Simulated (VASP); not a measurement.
# NaF (wurtzite type) (P6_3mc) in VASP: relaxation of cell and atoms with PBE

Aim: the relaxation of cell and atoms of NaF (wurtzite type) with PBE.

Everything below comes from runs of VASP 6.6.1. Logs are shortened: lines on timing, memory, paths and dates and some standing lists are left out, and cuts for length are marked.

### Step 1. The cell of the first run

The structure is hexagonal, space group P6_3mc (No. 186). Conventional cell: a = 3.434 Å, b = 3.434 Å, c = 5.598 Å, α = 90.00°, β = 90.00°, γ = 120.00°. Within 2.8 Å of Na (site symmetry 3m) lie 4 F at 2.10 Å. F (site symmetry 3m) has 4 Na at 2.10 Å within 2.8 Å.

### Step 2. Relaxation of cell and atoms, PBE

Contents of INCAR:

```
PREC = Accurate ; ENCUT = 600
EDIFF = 1E-6 ; ISMEAR = -1
SIGMA = 0.03 ; LREAL = False
LASPH = True ; NELM = 100
ALGO = Normal ; ISIF = 3
LWAVE = False ; LCHARG = False
GGA = PE ; IBRION = 2
NSW = 100 ; EDIFFG = -0.005
```

Contents of KPOINTS:

```
regular mesh
0
Gamma
  11 11 6
```

Contents of POSCAR:

```
NaF
1.0
    3.4341359219      0.0000000000      0.0000000000
   -1.7170679609      2.9740489484      0.0000000000
    0.0000000000      0.0000000000      5.5976415526
Na F
2 2
Direct
    0.3333333333      0.6666666667      0.0000000000
    0.6666666667      0.3333333333      0.5000000000
    0.3333333333      0.6666666667      0.3760000000
    0.6666666667      0.3333333333      0.8760000000
```

Potentials or basis: VASP PAW PBE potentials, release 64 (Na_pv, F).

The run is started by

```sh
$ cat potpaw_PBE.64/Na_pv/POTCAR potpaw_PBE.64/F/POTCAR > POTCAR
$ mpirun -np 1 vasp_std > vasp.out
```

OUTCAR:

```text
PREC = Accurate
   ENCUT = 600
   EDIFF = 1E-6
   ISMEAR = -1
   LREAL = False
   LASPH = True
   NELM = 100
   ISIF = 3
   GGA = PE
   IBRION = 2
   NSW = 100
   EDIFFG = -0.005

 ion  position               nearest neighbor table
   1  0.333  0.667  0.000-   4 2.10   4 2.10   4 2.10   3 2.10
   2  0.667  0.333  0.500-   3 2.10   3 2.10   3 2.10   4 2.10
   3  0.333  0.667  0.376-   2 2.10   2 2.10   2 2.10   1 2.10
   4  0.667  0.333  0.876-   1 2.10   1 2.10   1 2.10   2 2.10

  LATTYP: Found a hexagonal cell.
 ALAT       =     3.4341359219
 C/A-ratio  =     1.6300000000

  Lattice vectors:

 A1 = (   3.4341359219,   0.0000000000,   0.0000000000)
 A2 = (  -1.7170679609,   2.9740489484,   0.0000000000)
 A3 = (   0.0000000000,   0.0000000000,   5.5976415526)

Analysis of symmetry for initial positions (statically):
=====================================================================
 Subroutine PRICEL returns:
 Original cell was already a primitive cell.

 Routine SETGRP: Setting up the symmetry group for a
 hexagonal supercell.

 Subroutine GETGRP returns: Found 12 space group operations
 (whereof  6 operations were pure point group operations)
 out of a pool of 24 trial point group operations.

The static configuration has the point symmetry C_3v.
 The point group associated with its full space group is C_6v.

Analysis of symmetry for dynamics (positions and initial velocities):
=====================================================================
 Subroutine PRICEL returns:
 Original cell was already a primitive cell.

 Routine SETGRP: Setting up the symmetry group for a
 hexagonal supercell.

 Subroutine GETGRP returns: Found 12 space group operations
 (whereof  6 operations were pure point group operations)
 out of a pool of 24 trial point group operations.

The dynamic configuration has the point symmetry C_3v.
 The point group associated with its full space group is C_6v.

 Subroutine INISYM returns: Found 12 space group operations
 (whereof  6 operations are pure point group operations),
 and found     1 'primitive' translations

----------------------------------------------------------------------------------------

                                     Primitive cell

  volume of cell :      57.1703

  direct lattice vectors                    reciprocal lattice vectors
     3.434135922  0.000000000  0.000000000     0.291194065  0.168120972  0.000000000
    -1.717067961  2.974048948  0.000000000     0.000000000  0.336241944  0.000000000
     0.000000000  0.000000000  5.597641553     0.000000000  0.000000000  0.178646666

  length of vectors
     3.434135922  3.434135922  5.597641553     0.336241944  0.336241944  0.178646666

  position of ions in fractional coordinates (direct lattice)
     0.333333333  0.666666667  0.000000000
     0.666666667  0.333333333  0.500000000
     0.333333333  0.666666667  0.376000000
     0.666666667  0.333333333  0.876000000

  ion indices of the primitive-cell ions
   primitive index   ion index
                 1           1
                 2           2
                 3           3
                 4           4

----------------------------------------------------------------------------------------

 KPOINTS: regular mesh

Automatic generation of k-mesh.
 Grid dimensions read from file:
 generate k-points for:   11   11    6

 Generating k-lattice:

  Cartesian coordinates                     Fractional coordinates (reciprocal lattice)
     0.026472188  0.015283725  0.000000000     0.090909091  0.000000000  0.000000000
     0.000000000  0.030567449  0.000000000     0.000000000  0.090909091  0.000000000
     0.000000000  0.000000000  0.029774444     0.000000000  0.000000000  0.166666667

  Length of vectors
     0.030567449  0.030567449  0.029774444

  Shift w.r.t. Gamma in fractional coordinates (k-lattice)
     0.000000000  0.000000000  0.000000000

 Subroutine IBZKPT returns following result:
 ===========================================

 Found     64 irreducible k-points:

 Following reciprocal coordinates:
            Coordinates               Weight
  0.000000  0.000000  0.000000      1.000000
  0.090909  0.000000  0.000000      6.000000
  0.181818  0.000000  0.000000      6.000000
  0.272727  0.000000  0.000000      6.000000
  0.363636  0.000000  0.000000      6.000000
  0.454545  0.000000  0.000000      6.000000
[... 16 lines left out ...]
  0.090909  0.090909  0.166667     12.000000
  0.181818  0.090909  0.166667     24.000000
 [... further k-points ...]
   k-points           NKPTS =     64   k-points in BZ     NKDIM =     64   number of bands    NBANDS=     18
   number of dos      NEDOS =    301   number of ions     NIONS =      4
   total plane-waves  NPLWV =  37632
   dimension x,y,z NGX =    28 NGY =   28 NGZ =   48
   dimension x,y,z NGXF=    56 NGYF=   56 NGZF=   96
   ions per type =               2   2
   NGX,Y,Z   is equivalent  to a cutoff of  13.55, 13.55, 14.26 a.u.
   NGXF,Y,Z  is equivalent  to a cutoff of  27.11, 27.11, 28.51 a.u.
 SYSTEM =  unknown system
   PREC   = accura    normal or accurate (medium, high low for compatibility)
   ISTART =      0    job   : 0-new  1-cont  2-samecut
   ICHARG =      2    charge: 1-file 2-atom 10-const
   ISPIN  =      1    spin polarized calculation?
   LNONCOLLINEAR =      F non collinear calculations
   LSORBIT =      F    spin-orbit coupling
   LASPH  =      T    aspherical Exc in radial PAW
   ENCUT  =  600.0 eV  44.10 Ry    6.64 a.u.   6.86  6.86 11.18*2*pi/ulx,y,z
   NELM   =    100;   NELMIN=  2; NELMDL= -5     # of ELM steps
   EDIFF  = 0.1E-05   stopping-criterion for ELM
   LREAL  =      F    real-space projection
   EDIFFG = -.5E-02   stopping-criterion for IOM
   NSW    =    100    number of steps for IOM
   IBRION =      2    ionic relax: 0-MD 1-quasi-New 2-CG
   NFREE  =      1    steps in history (QN), initial steepest desc. (CG)
   ISIF   =      3    stress and relaxation
   ISYM   =      2    0-nonsym 1-usesym 2-fastsym
   POTIM  = 0.5000    time-step for ionic-motion
   TEBEG  =    0.0;   TEEND  =   0.0 temperature during run
   PSTRESS=    0.0 pullay stress
   NELECT =      28.0000    total number of electrons
   NUPDOWN=      -1.0000    fix difference up-down
   EMIN   =  10.00;   EMAX   =-10.00  energy-range for DOS
   EFERMI =   0.00;   METHOD = LEGACY
   ISMEAR =    -1;   SIGMA  =   0.03  broadening in eV -4-tet -1-fermi 0-gaus
   EFERMI_NEDOS =   21; number of points for ismear=-14 and -15
   IALGO  =     38    algorithm
   IMIX   =      4    mixing-type and parameters
     AMIX     =   0.40;   BMIX     =  1.00
     AMIX_MAG =   1.60;   BMIX_MAG =  1.00
  volume/ion in A,a.u.               =      14.29        96.45
  Fermi-wavevector in a.u.,A,eV,Ry     =   1.290438  2.438575 22.656847  1.665231
  Thomas-Fermi vector in A             =   2.422270
   LORBIT       =      0    0 simple, 1 ext, 2 COOP (PROOUT), +10 PAW based schemes
   GGA     = PE    functional components
   LHFCALC =     F    Hartree Fock is set to
   AEXX    =    0.0000 exact exchange contribution
   IVDW    =     0    specifies the selected vdW correction
   LEPSILON=     F    determine dielectric tensor
   LRPA    =     F    only Hartree local field effects (RPA)
 conjugate gradient relaxation of ions
 non-spin polarized calculation
  energy-cutoff  :      600.00
  volume of cell :       57.17
 maximum number of plane-waves:      1927
 NGX is ok and might be reduce to    28
   NGX = 13   NGY = 13   NGZ = 23

--------------------------------------- Ionic step        1  -------------------------------------------

 number of electron      27.9999999 magnetization

 Free energy of the ion-electron system (eV)
  ---------------------------------------------------
  ext. energy  EPLUGINS =         0.00000000
  ---------------------------------------------------
  free energy    TOTEN  =       -16.56071232 eV

  energy without entropy =      -16.56071232  energy(sigma->0) =      -16.56071232

------------------------ aborting loop because EDIFF is reached ----------------------------------------

  FORCE on cell =-STRESS in cart. coord.  units (eV):
  Direction    XX          YY          ZZ          XY          YZ          ZX
  --------------------------------------------------------------------------------------
  -------------------------------------------------------------------------------------
  Total        3.2649729      3.2649729      2.8073193      0.0000000      0.0000000      0.0000000
  in kB       91.4996620     91.4996620     78.6740872      0.0000000      0.0000000      0.0000000
  external PRESSURE =      87.2244704 kB  Pullay stress =       0.0000000 kB
[... 95 lines left out ...]
  FREE ENERGIE OF THE ION-ELECTRON SYSTEM (eV)
  ---------------------------------------------------
  free  energy   TOTEN  =       -16.8206897627 eV

  energy  without entropy=      -16.8206897627  energy(sigma->0) =      -16.82068976

[... ionic steps 4 to 26 ...]

--------------------------------------- Ionic step       27  -------------------------------------------

 number of electron      28.0000000 magnetization

------------------------ aborting loop because EDIFF is reached ----------------------------------------

  FORCE on cell =-STRESS in cart. coord.  units (eV):
  Direction    XX          YY          ZZ          XY          YZ          ZX
  --------------------------------------------------------------------------------------
  -------------------------------------------------------------------------------------
  Total        0.0031277      0.0031277     -0.0074205      0.0000000      0.0000000      0.0000000
  in kB        0.0808077      0.0808077     -0.1917171      0.0000000      0.0000000      0.0000000
  external PRESSURE =      -0.0100339 kB  Pullay stress =       0.0000000 kB
[... 61 lines left out ...]
  energy  without entropy=      -16.9842012686  energy(sigma->0) =      -16.98420127

--------------------------------------- Ionic step       29  -------------------------------------------

 number of electron      28.0000000 magnetization

 Free energy of the ion-electron system (eV)
  ---------------------------------------------------
  ext. energy  EPLUGINS =         0.00000000
  ---------------------------------------------------
  free energy    TOTEN  =       -16.98425926 eV

  energy without entropy =      -16.98425926  energy(sigma->0) =      -16.98425926

 E-fermi :  -2.2930     XC(G=0):  -7.9444

 val. band max:       -2.9728661890   @ k =   0.0000   0.0000   0.0000
 cond. band min:       2.5451173810   @ k =   0.0000   0.0000   0.0000
 fundamental gap:      5.5179835700
 Fermi energy:        -2.2929898436

 k-point     1 :       0.0000    0.0000    0.0000
  band No.  band energies     occupation
      1     -22.1959      2.00000
      2     -22.1561      2.00000
      3     -22.1561      2.00000
      4     -22.1149      2.00000
      5     -22.1149      2.00000
      6     -22.0799      2.00000
[... 10 lines left out ...]
     17       9.5617      0.00000
     18      12.2655      0.00000
[... 466 lines left out ...]
      2     -22.4632      2.00000
      3     -22.1612      2.00000
      4     -22.1552      2.00000
      5     -22.1180      2.00000
      6     -22.0914      2.00000
[... 10 lines left out ...]
     17       9.9267      0.00000
     18      11.5970      0.00000

 [... further k-points ...]

------------------------ aborting loop because EDIFF is reached ----------------------------------------

  FORCE on cell =-STRESS in cart. coord.  units (eV):
  Direction    XX          YY          ZZ          XY          YZ          ZX
  --------------------------------------------------------------------------------------
  -------------------------------------------------------------------------------------
  Total       -0.0157412     -0.0157412     -0.0008806     -0.0000000      0.0000000      0.0000000
  in kB       -0.4067972     -0.4067972     -0.0227569     -0.0000000      0.0000000      0.0000000
  external PRESSURE =      -0.2787838 kB  Pullay stress =       0.0000000 kB
[... 19 lines left out ...]
  FREE ENERGIE OF THE ION-ELECTRON SYSTEM (eV)
  ---------------------------------------------------
  free  energy   TOTEN  =       -16.9842592564 eV

  energy  without entropy=      -16.9842592564  energy(sigma->0) =      -16.98425926

 reached required accuracy - stopping structural energy minimisation
```

It took 33 min on 1 thread of Intel Xeon 8259CL, shared host; peak memory 0.23 GiB.

Results:

```
Free energy                           : -16.9843 eV
Relaxed volume                        : 15.50 Å³/atom
Relaxed cell                          : a = 3.919 Å, b = 3.919 Å, c = 4.662 Å, α = 90.00°, β = 90.00°, γ = 120.00°
Space group after relaxing (to 0.1 Å) : P6_3/mmc (No. 194)
Pressure after relaxing               : 0.0 GPa
Band gap on the k mesh                : 5.52 eV
```

Final structure:
```yaml
crystal:
  lattice:
    - [3.91868, 0.00000, 0.00000]
    - [-1.95934, 3.39367, 0.00000]
    - [0.00000, 0.00000, 4.66186]
  atoms:
    - { symbol: Na, position: [0.33333, 0.66667, 0.93793] }
    - { symbol: Na, position: [0.66667, 0.33333, 0.43793] }
    - { symbol: F, position: [0.33333, 0.66667, 0.43807] }
    - { symbol: F, position: [0.66667, 0.33333, 0.93807] }
```

Caveat: a cell axis changed by over 15 % at a fixed basis, so the end point is rough.
